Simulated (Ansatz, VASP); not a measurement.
**One calculation of MgS, two programs**

```xyz
12
Lattice="3.6722 0.0000 0.0000 -1.8361 3.1802 0.0000 0.0000 0.0000 18.6343" Properties=species:S:1:pos:R:3 pbc="T T T"
Mg    0.0000    0.0000    0.0000
Mg    0.0000    2.1201    3.1443
Mg    1.8361    1.0601    6.1729
Mg    0.0000    0.0000    9.3172
Mg    1.8361    1.0601   12.4614
Mg    0.0000    2.1201   15.4901
S     1.8361    1.0601    1.6246
S     0.0000    0.0000    4.6586
S     0.0000    2.1201    7.6926
S     0.0000    2.1201   10.9418
S     0.0000    0.0000   13.9757
S     1.8361    1.0601   17.0097
```

Alike in both runs: functional PBE; k mesh 9 × 9 × 2; occupations gaussian, width 0.02 eV; no spin polarisation.

Ansatz relaxed the structure, and its values are those at the end. VASP's run is a single point on that final structure, the one shown.

```csv
,VASP,Ansatz
version,VASP 6.6.1,Ansatz 0.2.0
potentials or method,"VASP PAW PBE potentials, release 64 (Mg, S), cutoff 520 eV","scalar-relativistic, plane waves, PAW"
valence electrons in the cell,48,96
```

```tsv
	VASP	Ansatz	Ansatz less VASP
gap on the k mesh at the Fermi level (eV)	2.43	2.44	+0.015
least direct gap on the mesh (eV)	2.82	2.83	+0.015
pressure (GPa)	-0.3	0.0	+0.28
```

VASP's potentials hold 48 valence electrons a cell and Ansatz's 96, so a difference there can come from the potentials and not from the codes.
